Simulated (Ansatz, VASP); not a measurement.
H in VASP and in Ansatz

```
H
1.0
     1.97422    0.00000    0.00000
    -0.98711    1.70972    0.00000
     0.00000    0.00000    3.17148
H
2
Direct
  0.33333 0.66667 0.25000
  0.66667 0.33333 0.75000
```

Change from the starting cell: volume scaled by 0.9405, crystal datasets.

Alike in both runs: task electric field gradients; functional PBE; k mesh 13 × 13 × 7; occupations fermi-dirac, width 0.01 eV; no spin polarisation.

|  | VASP | Ansatz |
| --- | --- | --- |
| version | VASP 6.6.1 | Ansatz 0.2.0 |
| potentials or method | VASP PAW PBE potentials, release 64 (H), cutoff 400 eV | all-electron PAW with datasets made for the crystal, scalar-relativistic |

```tsv
	VASP	Ansatz	Ansatz less VASP
pressure (GPa)	-24.9	-23.8	+1.07
traceless stress, the component that is largest in VASP (GPa)	-2.27	-2.26	+0.008
```

Ansatz ran all-electron here, and VASP with PAW potentials.
